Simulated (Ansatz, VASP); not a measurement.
# Two plane-wave programs on NaP2

The input INCAR:

```
PREC = Accurate
ENCUT = 520
EDIFF = 1E-7
ISMEAR = 0
SIGMA = 0.1
LREAL = F
LASPH = T
NELM = 100
ALGO = Normal
ISIF = 2
LWAVE = F
LCHARG = F
GGA = PE
NBANDS = 16
```

Contents of KPOINTS:

```
Automatic mesh
0
Gamma
  6 6 6
```

Contents of POSCAR:

```
NaP2
1.0
    4.7227565300      0.0000000000      0.0000000000
   -2.3613782600      4.0900271300      0.0000000000
    0.0000000000      0.0000000000      3.2075932500
Na P
1 2
Direct
    0.0000000000      0.0000000000      0.0000000000
    0.3333333300      0.6666666700      0.5000000000
    0.6666666700      0.3333333300      0.5000000000
```

Input for Ansatz:

```yaml
crystal:
  lattice:
    - [4.72275653, 0.0, 0.0]
    - [-2.36137826, 4.09002713, 0.0]
    - [0.0, 0.0, 3.20759325]
  atoms:
    - { symbol: Na, position: [0.0, 0.0, 0.0] }
    - { symbol: P, position: [0.33333333, 0.66666667, 0.5] }
    - { symbol: P, position: [0.66666667, 0.33333333, 0.5] }
basis:
  ecutwfc: 420
kpoints:
  mp_grid: { grid: [6, 6, 6] }
hamiltonian:
  xc: pbe
scf:
  occupations: { method: gaussian, width: 0.1 }
  lower_state_search: "off"
output:
  forces: true
  stress: true
  eigenvalues: true
```

Alike in both runs: task single point; functional PBE; k mesh 6 × 6 × 6; occupations gaussian, width 0.1 eV; no spin polarisation.

|  | VASP | Ansatz |
| --- | --- | --- |
| version | VASP 6.6.1 | Ansatz 0.2.0 |
| potentials or method | VASP PAW PBE potentials, release 64 (Na_pv, P), cutoff 520 eV | scalar-relativistic, plane waves, PAW |
| valence electrons in the cell | 17 | 19 |

|  | VASP | Ansatz | Ansatz less VASP |
| --- | --- | --- | --- |
| gap on the k mesh at the Fermi level (eV) | none | none | - |
| pressure (GPa) | -6.9 | -6.9 | +0.01 |
| traceless stress, the component that is largest in VASP (GPa) | 3.42 | 3.42 | -0.002 |

A gap of «none» marks a metal or a gap that the smearing closes. VASP's potentials hold 17 valence electrons a cell and Ansatz's 19, so a difference there can come from the potentials and not from the codes.
